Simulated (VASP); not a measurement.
# CsPtS (P4/mmm) in VASP: single point with PBE

Aim: the single point of CsPtS with PBE.

All numbers are computed with VASP 6.6.1; they aren't measurements. Logs are shortened: lines on timing, memory, paths and dates and some standing lists are left out, and cuts for length are marked.

## (1) The cell of the first run

It takes space group P4/mmm (No. 123, tetragonal). The conventional cell has a = 3.571 Å, b = 3.571 Å, c = 6.386 Å, α = 90.00°, β = 90.00°, γ = 90.00°. Within 4.2 Å of Cs (site symmetry 4/mmm) lie 2 Pt at 3.19 Å and 4 Cs at 3.57 Å and 8 S at 4.07 Å. Within 3.3 Å of Pt (site symmetry 4/mmm) lie 4 S at 2.52 Å and 2 Cs at 3.19 Å. S (site symmetry 4/mmm) has 4 Pt at 2.52 Å within 3.3 Å.

The cell was generated, and may not be a known phase.

## (2) Single point, PBE

The input, INCAR:

```
SYSTEM = CsPtS
PREC     = Accurate       ! precision mode
ENCUT    = 570            ! plane-wave cutoff, eV
EDIFF    = 1E-6           ! SCF threshold, eV
ISMEAR   = 0              ! smearing method
SIGMA    = 0.1            ! smearing width, eV
LREAL    = .FALSE.        ! projectors in reciprocal space
LASPH    = .TRUE.         ! aspherical terms in the spheres
NELM     = 120            ! most SCF steps
ALGO     = Normal         ! electronic algorithm
ISIF     = 2              ! what is computed and relaxed
LWAVE    = .FALSE.        ! write WAVECAR
LCHARG   = .FALSE.        ! write CHGCAR
GGA      = PE             ! functional
NBANDS   = 24             ! bands
GGA_COMPAT= .FALSE.
```

The input, KPOINTS:

```
regular mesh
0
G
  4 4 4
  0 0 0
```

The input, POSCAR:

```
CsPtS
1.0
    3.5705739340      0.0000000000      0.0000000000
    0.0000000000      3.5705739340      0.0000000000
    0.0000000000      0.0000000000      6.3860735613
Cs Pt S
1 1 1
Direct
    0.0000000000      0.0000000000      0.0000000000
    0.0000000000      0.0000000000      0.5000000000
    0.5000000000      0.5000000000      0.5000000000
```

Potentials or basis: VASP PAW PBE potentials, release 64 (Cs_sv, Pt_sv_GW, S).

Run with:

```console
$ cat potpaw_PBE.64/Cs_sv/POTCAR potpaw_PBE.64/Pt_sv_GW/POTCAR potpaw_PBE.64/S/POTCAR > POTCAR
$ mpirun -np 1 vasp_std > vasp.out
```

OUTCAR:

```text
SYSTEM = CsPtS
   PREC = Accurate
   ENCUT = 570
   EDIFF = 1E-6
   ISMEAR = 0
   LREAL = .FALSE.
   LASPH = .TRUE.
   NELM = 120
   ISIF = 2
   GGA = PE

 ion  position               nearest neighbor table
   1  0.000  0.000  0.000-   2 3.19   2 3.19
   2  0.000  0.000  0.500-   3 2.52   3 2.52   3 2.52   3 2.52   1 3.19   1 3.19
   3  0.500  0.500  0.500-   2 2.52   2 2.52   2 2.52   2 2.52

  LATTYP: Found a simple tetragonal cell.
 ALAT       =     3.5705739340
 C/A-ratio  =     1.7885285893

  Lattice vectors:

 A1 = (   3.5705739340,   0.0000000000,   0.0000000000)
 A2 = (   0.0000000000,   3.5705739340,   0.0000000000)
 A3 = (   0.0000000000,   0.0000000000,   6.3860735613)

Analysis of symmetry for initial positions (statically):
=====================================================================
 Subroutine PRICEL returns:
 Original cell was already a primitive cell.

 Routine SETGRP: Setting up the symmetry group for a
 simple tetragonal supercell.

 Subroutine GETGRP returns: Found 16 space group operations
 (whereof 16 operations were pure point group operations)
 out of a pool of 16 trial point group operations.

The static configuration has the point symmetry D_4h.

Analysis of symmetry for dynamics (positions and initial velocities):
=====================================================================
 Subroutine PRICEL returns:
 Original cell was already a primitive cell.

 Routine SETGRP: Setting up the symmetry group for a
 simple tetragonal supercell.

 Subroutine GETGRP returns: Found 16 space group operations
 (whereof 16 operations were pure point group operations)
 out of a pool of 16 trial point group operations.

The dynamic configuration has the point symmetry D_4h.

 Subroutine INISYM returns: Found 16 space group operations
 (whereof 16 operations are pure point group operations),
 and found     1 'primitive' translations

----------------------------------------------------------------------------------------

                                     Primitive cell

  volume of cell :      81.4160

  direct lattice vectors                    reciprocal lattice vectors
     3.570573934  0.000000000  0.000000000     0.280067020  0.000000000  0.000000000
     0.000000000  3.570573934  0.000000000     0.000000000  0.280067020  0.000000000
     0.000000000  0.000000000  6.386073561     0.000000000  0.000000000  0.156590742

  length of vectors
     3.570573934  3.570573934  6.386073561     0.280067020  0.280067020  0.156590742

  position of ions in fractional coordinates (direct lattice)
     0.000000000  0.000000000  0.000000000
     0.000000000  0.000000000  0.500000000
     0.500000000  0.500000000  0.500000000

  ion indices of the primitive-cell ions
   primitive index   ion index
                 1           1
                 2           2
                 3           3

----------------------------------------------------------------------------------------

 KPOINTS: regular mesh

Automatic generation of k-mesh.
 Grid dimensions read from file:
 generate k-points for:    4    4    4

 Generating k-lattice:

  Cartesian coordinates                     Fractional coordinates (reciprocal lattice)
     0.070016755  0.000000000  0.000000000     0.250000000  0.000000000  0.000000000
     0.000000000  0.070016755  0.000000000     0.000000000  0.250000000  0.000000000
     0.000000000  0.000000000  0.039147686     0.000000000  0.000000000  0.250000000

  Length of vectors
     0.070016755  0.070016755  0.039147686

  Shift w.r.t. Gamma in fractional coordinates (k-lattice)
     0.000000000  0.000000000  0.000000000

 Subroutine IBZKPT returns following result:
 ===========================================

 Found     18 irreducible k-points:

 Following reciprocal coordinates:
            Coordinates               Weight
  0.000000  0.000000  0.000000      1.000000
  0.250000  0.000000  0.000000      4.000000
  0.500000  0.000000  0.000000      2.000000
  0.250000  0.250000  0.000000      4.000000
  0.500000  0.250000  0.000000      4.000000
  0.500000  0.500000  0.000000      1.000000
[... 10 lines left out ...]
  0.500000  0.250000  0.500000      4.000000
  0.500000  0.500000  0.500000      1.000000
   k-points           NKPTS =     18   k-points in BZ     NKDIM =     18   number of bands    NBANDS=     24
   number of dos      NEDOS =    301   number of ions     NIONS =      3
   total plane-waves  NPLWV =  39200
   dimension x,y,z NGX =    28 NGY =   28 NGZ =   50
   dimension x,y,z NGXF=    56 NGYF=   56 NGZF=  100
   ions per type =               1   1   1
   NGX,Y,Z   is equivalent  to a cutoff of  13.04, 13.04, 13.02 a.u.
   NGXF,Y,Z  is equivalent  to a cutoff of  26.07, 26.07, 26.03 a.u.
 SYSTEM =  CsPtS
   PREC   = accura    normal or accurate (medium, high low for compatibility)
   ISTART =      0    job   : 0-new  1-cont  2-samecut
   ICHARG =      2    charge: 1-file 2-atom 10-const
   ISPIN  =      1    spin polarized calculation?
   LNONCOLLINEAR =      F non collinear calculations
   LSORBIT =      F    spin-orbit coupling
   LASPH  =      T    aspherical Exc in radial PAW
   ENCUT  =  570.0 eV  41.89 Ry    6.47 a.u.   6.95  6.95 12.43*2*pi/ulx,y,z
   NELM   =    120;   NELMIN=  2; NELMDL= -5     # of ELM steps
   EDIFF  = 0.1E-05   stopping-criterion for ELM
   LREAL  =      F    real-space projection
   EDIFFG = 0.1E-04   stopping-criterion for IOM
   NSW    =      0    number of steps for IOM
   IBRION =     -1    ionic relax: 0-MD 1-quasi-New 2-CG
   NFREE  =      0    steps in history (QN), initial steepest desc. (CG)
   ISIF   =      2    stress and relaxation
   ISYM   =      2    0-nonsym 1-usesym 2-fastsym
   POTIM  = 0.5000    time-step for ionic-motion
   TEBEG  =    0.0;   TEEND  =   0.0 temperature during run
   PSTRESS=    0.0 pullay stress
   NELECT =      33.0000    total number of electrons
   NUPDOWN=      -1.0000    fix difference up-down
   EMIN   =  10.00;   EMAX   =-10.00  energy-range for DOS
   EFERMI =   0.00;   METHOD = LEGACY
   ISMEAR =     0;   SIGMA  =   0.10  broadening in eV -4-tet -1-fermi 0-gaus
   EFERMI_NEDOS =   21; number of points for ismear=-14 and -15
   IALGO  =     38    algorithm
   IMIX   =      4    mixing-type and parameters
     AMIX     =   0.40;   BMIX     =  1.00
     AMIX_MAG =   1.60;   BMIX_MAG =  1.00
  volume/ion in A,a.u.               =      27.14       183.14
  Fermi-wavevector in a.u.,A,eV,Ry     =   1.211554  2.289505 19.971494  1.467863
  Thomas-Fermi vector in A             =   2.347066
   LORBIT       =      0    0 simple, 1 ext, 2 COOP (PROOUT), +10 PAW based schemes
   GGA     = PE    functional components
   LHFCALC =     F    Hartree Fock is set to
   AEXX    =    0.0000 exact exchange contribution
   IVDW    =     0    specifies the selected vdW correction
   LEPSILON=     F    determine dielectric tensor
   LRPA    =     F    only Hartree local field effects (RPA)
 non-spin polarized calculation
 Gauss-broadening in eV      SIGMA  =   0.10
  energy-cutoff  :      570.00
  volume of cell :       81.42
 maximum number of plane-waves:      2542
 NGX is ok and might be reduce to    28
   NGX = 13   NGY = 13   NGZ = 25

 number of electron      32.9999998 magnetization

 Free energy of the ion-electron system (eV)
  ---------------------------------------------------
  ext. energy  EPLUGINS =         0.00000000
  ---------------------------------------------------
  free energy    TOTEN  =       -11.52302657 eV

  energy without entropy =      -11.51552771  energy(sigma->0) =      -11.51927714

 E-fermi :   5.4333     XC(G=0):  -9.6633

 val. band max:        5.3877847844   @ k =   0.5000   0.5000   0.2500
 cond. band min:       5.4608095437   @ k =   0.0000   0.0000   0.0000
 fundamental gap:      0.0730247592
 Fermi energy:         5.4333409734

 k-point     1 :       0.0000    0.0000    0.0000
  band No.  band energies     occupation
      1     -92.7669      2.00000
      2     -47.1098      2.00000
      3     -47.1098      2.00000
      4     -46.6528      2.00000
      5     -18.5412      2.00000
      6      -8.9677      2.00000
[... 16 lines left out ...]
     23      11.9082      0.00000
     24      12.3341      0.00000

 k-point     2 :       0.2500    0.0000    0.0000
  band No.  band energies     occupation
      1     -92.7667      2.00000
      2     -47.1163      2.00000
      3     -47.1091      2.00000
      4     -46.6522      2.00000
      5     -18.3966      2.00000
      6      -8.5285      2.00000
[... 16 lines left out ...]
     23      11.5188      0.00000
     24      12.2704      0.00000

 k-point     3 :       0.5000    0.0000    0.0000
  band No.  band energies     occupation
      1     -92.7670      2.00000
      2     -47.1232      2.00000
      3     -47.1086      2.00000
      4     -46.6520      2.00000
      5     -18.2427      2.00000
      6      -7.9911      2.00000
[... 16 lines left out ...]
     23      10.2524      0.00000
     24      11.1562      0.00000

 k-point     4 :       0.2500    0.2500    0.0000
  band No.  band energies     occupation
      1     -92.7666      2.00000
      2     -47.1156      2.00000
      3     -47.1155      2.00000
      4     -46.6516      2.00000
      5     -18.2547      2.00000
      6      -8.2843      2.00000
[... 16 lines left out ...]
     23      10.4041      0.00000
     24      10.9024      0.00000

 k-point     5 :       0.5000    0.2500    0.0000
  band No.  band energies     occupation
      1     -92.7668      2.00000
      2     -47.1222      2.00000
      3     -47.1151      2.00000
      4     -46.6513      2.00000
      5     -18.1037      2.00000
      6      -8.0279      2.00000
[... 289 lines left out ...]
 k-point    16 :       0.2500    0.2500    0.5000
  band No.  band energies     occupation
      1     -92.7669      2.00000
      2     -47.1159      2.00000
      3     -47.1157      2.00000
      4     -46.6518      2.00000
      5     -18.2498      2.00000
      6      -8.2977      2.00000
[... 16 lines left out ...]
     23      10.2937      0.00000
     24      10.3897      0.00000

 k-point    17 :       0.5000    0.2500    0.5000
  band No.  band energies     occupation
      1     -92.7667      2.00000
      2     -47.1221      2.00000
      3     -47.1150      2.00000
      4     -46.6513      2.00000
      5     -18.0990      2.00000
      6      -8.0086      2.00000
[... 16 lines left out ...]
     23      10.1883      0.00000
     24      12.8662      0.00000

 k-point    18 :       0.5000    0.5000    0.5000
  band No.  band energies     occupation
      1     -92.7663      2.00000
      2     -47.1210      2.00000
      3     -47.1210      2.00000
      4     -46.6508      2.00000
      5     -17.9516      2.00000
      6      -8.0685      2.00000
[... 16 lines left out ...]
     23      11.6262      0.00000
     24      12.7123      0.00000

------------------------ aborting loop because EDIFF is reached ----------------------------------------

  FORCE on cell =-STRESS in cart. coord.  units (eV):
  Direction    XX          YY          ZZ          XY          YZ          ZX
  --------------------------------------------------------------------------------------
  -------------------------------------------------------------------------------------
  Total       -0.3756308     -0.3756308      0.2466887      0.0000000      0.0000000     -0.0000000
  in kB       -7.3919976     -7.3919976      4.8545599      0.0000000      0.0000000     -0.0000000
  external PRESSURE =      -3.3098118 kB  Pullay stress =       0.0000000 kB

 VOLUME and BASIS-vectors are now :
 -----------------------------------------------------------------------------
  energy-cutoff  :      570.00
  volume of cell :       81.42
      direct lattice vectors                 reciprocal lattice vectors
     3.570573934  0.000000000  0.000000000     0.280067020  0.000000000  0.000000000
     0.000000000  3.570573934  0.000000000     0.000000000  0.280067020  0.000000000
     0.000000000  0.000000000  6.386073561     0.000000000  0.000000000  0.156590742

 POSITION                                       TOTAL-FORCE (eV/Angst)
 -----------------------------------------------------------------------------------
      0.00000      0.00000      0.00000         0.000000      0.000000      0.000000
      0.00000      0.00000      3.19304         0.000000      0.000000      0.000000
      1.78529      1.78529      3.19304         0.000000      0.000000      0.000000
 -----------------------------------------------------------------------------------
    total drift:                               -0.000000      0.000000      0.000000

  FREE ENERGIE OF THE ION-ELECTRON SYSTEM (eV)
  ---------------------------------------------------
  free  energy   TOTEN  =       -11.5230265688 eV

  energy  without entropy=      -11.5155277130  energy(sigma->0) =      -11.51927714
```

Run time: 26 s. Hardware: 1 thread of AMD EPYC 9R45 (Zen 5), shared host; peak memory 0.19 GiB.

What came out:

- Free energy: -11.5230 eV
- Pressure: -0.3 GPa
- Band gap on the k mesh: zero (an odd number of electrons rules out a gap without spin polarisation)

Stress tensor (GPa, compression positive):
```
-0.74  0.00  0.00
 0.00 -0.74  0.00
 0.00  0.00  0.49
```

Caveat: the k points lie up to 0.44 Å⁻¹ apart, too coarse for converged energies and pressures of a metal; spin-orbit coupling is left out, which moves the levels of the heavy elements.

The gap in the log of VASP goes by the Fermi energy; the results here count the filled bands.